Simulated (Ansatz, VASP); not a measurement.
**One calculation of MgB2, two programs**

```
CELL_PARAMETERS angstrom
3.06167 0.00000 0.00000
-1.53083 2.65148 0.00000
0.00000 0.00000 3.50456
ATOMIC_POSITIONS crystal
Mg 0.00000 0.00000 0.00000
B 0.66667 0.33333 0.50000
B 0.33333 0.66667 0.50000
```

Alike in both runs: functional PBEsol; k mesh 15 × 15 × 12; occupations gaussian, width 0.1 eV; no spin polarisation.

Ansatz relaxed the structure, and its values are those at the end. VASP's run is a single point on that final structure, the one shown.

```csv
,VASP,Ansatz
version,VASP 6.6.1,Ansatz 0.2.0
potentials or method,"VASP PAW PBE potentials, release 64 (Mg, B), cutoff 600 eV","scalar-relativistic, plane waves, PAW"
valence electrons in the cell,8,16
```

```tsv
	VASP	Ansatz	Ansatz less VASP
gap on the k mesh at the Fermi level (eV)	none	none	-
pressure (GPa)	0.0	0.0	+0.01
```

VASP's potentials were made for PBE, not for PBEsol, and Ansatz warns of the same on its side. A gap of «none» marks a metal or a gap that the smearing closes. The functional is the same, so the differences come from potentials, cutoffs and numerics. VASP's potentials hold 8 valence electrons a cell and Ansatz's 16, so a difference there can come from the potentials and not from the codes.
